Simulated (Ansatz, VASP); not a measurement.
Two plane-wave programs on TiW

```xyz
2
Lattice="1.6043 -2.2696 0.0000 1.6043 2.2696 0.0000 0.0000 0.0000 4.4977" Properties=species:S:1:pos:R:3 pbc="T T T"
Ti    0.0000    0.0000    0.0000
W     1.6043    0.0000    2.2489
```

Alike in both runs: task single point; functional LDA; k mesh 11 × 11 × 7; occupations fermi-dirac, width 0.1 eV; no spin polarisation.

|  | VASP | Ansatz |
| --- | --- | --- |
| version | VASP 6.6.1 | Ansatz 0.2.0 |
| potentials or method | VASP PAW LDA potentials, release 64 (Ti_sv, W_sv), cutoff 520 eV | plane waves, PAW |
| valence electrons in the cell | 26 | 26 |

```csv
,VASP,Ansatz,Ansatz less VASP
pressure (GPa),-13.1,-13.7,-0.58
"traceless stress, the component that is largest in VASP (GPa)",-0.65,-0.67,-0.013
```

LDA's correlation is that of Perdew and Zunger in VASP and of Perdew and Wang (1992) in Ansatz.

Spin-orbit coupling is off throughout.
